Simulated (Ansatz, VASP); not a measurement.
**One calculation of Ba, two programs**

File INCAR:

```
PREC     = Accurate       # precision mode
ENCUT    = 520            # plane-wave cutoff, eV
EDIFF    = 1E-7           # SCF threshold, eV
ISMEAR   = -1             # smearing method
SIGMA    = 0.05           # smearing width, eV
LREAL    = False          # projectors in reciprocal space
LASPH    = True           # aspherical terms in the spheres
NELM     = 100            # most SCF steps
ALGO     = Normal         # electronic algorithm
ISIF     = 2              # what is computed and relaxed
LWAVE    = False          # write WAVECAR
LCHARG   = False          # write CHGCAR
GGA      = PS             # functional
NBANDS   = 11             # bands
```

KPOINTS

```
Automatic mesh
0
Gamma
  10 10 10
```

POSCAR

```
Ba
1.0
   -2.5083057089      2.5083057089      2.5083057089
    2.5083057089     -2.5083057089      2.5083057089
    2.5083057089      2.5083057089     -2.5083057089
Ba
1
Direct
    0.0000000000      0.0000000000      0.0000000000
```

Input for Ansatz:

```yaml
crystal:
  lattice:
    - [-2.5083057089, 2.5083057089, 2.5083057089]
    - [2.5083057089, -2.5083057089, 2.5083057089]
    - [2.5083057089, 2.5083057089, -2.5083057089]
  atoms:
    - { symbol: Ba, position: [0.0, 0.0, 0.0] }
kpoints:
  mp_grid: { grid: [10, 10, 10] }
  band_path:
    path:
      - [0.0, 0.0, 0.0]
      - [0.5, -0.5, 0.5]
      - [0.0, 0.0, 0.5]
      - [0.0, 0.0, 0.0]
      - [0.25, 0.25, 0.25]
      - [0.5, -0.5, 0.5]
      - [0.25, 0.25, 0.25]
      - [0.0, 0.0, 0.5]
    npoints: 5
scf:
  occupations: { method: fermi_dirac, width: 0.05 }
hamiltonian:
  xc: pbesol
  pseudopotentials: { kind: all_electron, lapw: { basis_error: 0.0005 } }
output:
  forces: true
  stress: true
  eigenvalues: true
```

Change from the starting cell: volume scaled by 1.01.

Alike in both runs: task single point; functional PBEsol; k mesh 10 × 10 × 10; occupations fermi-dirac, width 0.05 eV; no spin polarisation.

|  | VASP | Ansatz |
| --- | --- | --- |
| version | VASP 6.6.1 | Ansatz 0.2.0 |
| potentials or method | VASP PAW PBE potentials, release 64 (Ba_sv), cutoff 520 eV | all-electron LAPW, scalar-relativistic |

|  | VASP | Ansatz | Ansatz less VASP |
| --- | --- | --- | --- |
| pressure (GPa) | -0.6 | -0.7 | -0.05 |

VASP's potentials were made for PBE, not for PBEsol. Ansatz ran all-electron here, and VASP with PAW potentials.

Neither program's run includes spin-orbit coupling.
